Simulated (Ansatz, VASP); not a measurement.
Two plane-wave programs on Cr

```
Cr
1.0
     0.00000    1.86930    1.86930
     1.86930    0.00000    1.86930
     1.86930    1.86930    0.00000
Cr
1
Direct
  0.00000 0.00000 0.00000
```

Alike in both runs: task single point; functional PBE; k mesh 20 × 20 × 20; occupations gaussian, width 0.1 eV; no spin polarisation.

|  | VASP | Ansatz |
| --- | --- | --- |
| version | VASP 6.6.1 | Ansatz 0.2.0 |
| potentials or method | VASP PAW PBE potentials, release 64 (Cr_pv), cutoff 520 eV | scalar-relativistic, plane waves, PAW |
| valence electrons in the cell | 12 | 14 |

|  | VASP | Ansatz | Ansatz less VASP |
| --- | --- | --- | --- |
| gap on the k mesh at the Fermi level (eV) | none | none | - |
| pressure (GPa) | -18.8 | -18.5 | +0.29 |

A gap of «none» marks a metal or a gap that the smearing closes. VASP's potentials hold 12 valence electrons a cell and Ansatz's 14, so a difference there can come from the potentials and not from the codes.
